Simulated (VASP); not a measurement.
Runs of VASP 6.6.1 on GaN. The structure is that of space group Fm-3m (No. 225), or close to it. The cells are those of the table. 

```tsv
level	cell	smearing	gap on the mesh (eV)	pressure (GPa)
r2SCAN	a = 2.952, b = 2.952, c = 2.982 Å, angles 59.7, 59.7, 60.7°, 2 atoms	gaussian 0.01 eV	1.16	6.8
r2SCAN	a = 2.982 Å, angles 60.0°, 2 atoms	gaussian 0.01 eV	(c)	1.3
r2SCAN	a = 2.923, b = 2.923, c = 2.982 Å, angles 59.3, 59.3, 61.3°, 2 atoms	gaussian 0.01 eV	1.16	(a)
PBE	a = 2.952, b = 2.952, c = 2.982 Å, angles 59.7, 59.7, 60.7°, 2 atoms	fermi-dirac 0.02 eV	0.64	14.5
PBE	a = 2.967, b = 2.967, c = 2.982 Å, angles 59.8, 59.8, 60.3°, 2 atoms	fermi-dirac 0.02 eV	(b)	11.7
```

Alike in all rows: task single point; potentials or basis VASP PAW PBE potentials, release 64 (Ga_d, N); no spin polarisation; k mesh 10 × 10 × 10; cutoff (eV) 520.

Fill in the values left out.

(a) 13.2; (b) 0.65; (c) 1.18.

Caveats: the PAW data sets were made with another functional, which shifts forces and pressure a little (some runs).

A k mesh can miss the band edges, and the runs leave out spin-orbit coupling on Ga.
